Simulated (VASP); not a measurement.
A run of VASP 6.6.1:

Contents of INCAR:

```
SYSTEM = CdSe
PREC = Accurate ; ENCUT = 520
EDIFF = 1E-6 ; ISMEAR = 0
SIGMA = 0.01 ; LREAL = .False.
LASPH = .True. ; NELM = 100
ALGO = Normal ; ISIF = 2
LWAVE = .False. ; LCHARG = .True.
GGA = PS ; LELF = .True.
LVHAR = .True. ; NBANDS = 16
```

The input KPOINTS:

```
regular mesh
0
Gamma
  6 6 6
  0 0 0
```

POSCAR

```
CdSe
1.0
    2.9804881253      2.9804881253      0.0000000000
   -2.9804881253      2.9804881253      0.0000000000
    0.0000000000      2.9804881253      3.0778101866
Cd Se
1 1
Direct
    0.0000000000      0.0000000000      0.0000000000
    0.7500000000      0.2500000000      0.5000000000
```

Potentials or basis: VASP PAW PBE potentials, release 64 (Cd, Se).

The run is started by

```sh
$ cat potpaw_PBE.64/Cd/POTCAR potpaw_PBE.64/Se/POTCAR > POTCAR
$ mpirun -np 1 vasp_std > vasp.out
```

Hardware: 1 thread of Intel(R) Xeon(R) Platinum 8259CL CPU @ 2.50GHz (Skylake/Cascade Lake) (shared host).

**Question.** Estimate the wall time of this run.

**Answer.** Run time: 24 s on 1 thread of Intel(R) Xeon(R) Platinum 8259CL CPU @ 2.50GHz (Skylake/Cascade Lake), with other jobs on the host, peak memory 0.18 GiB. Counts: scf iterations 12, k points 30.
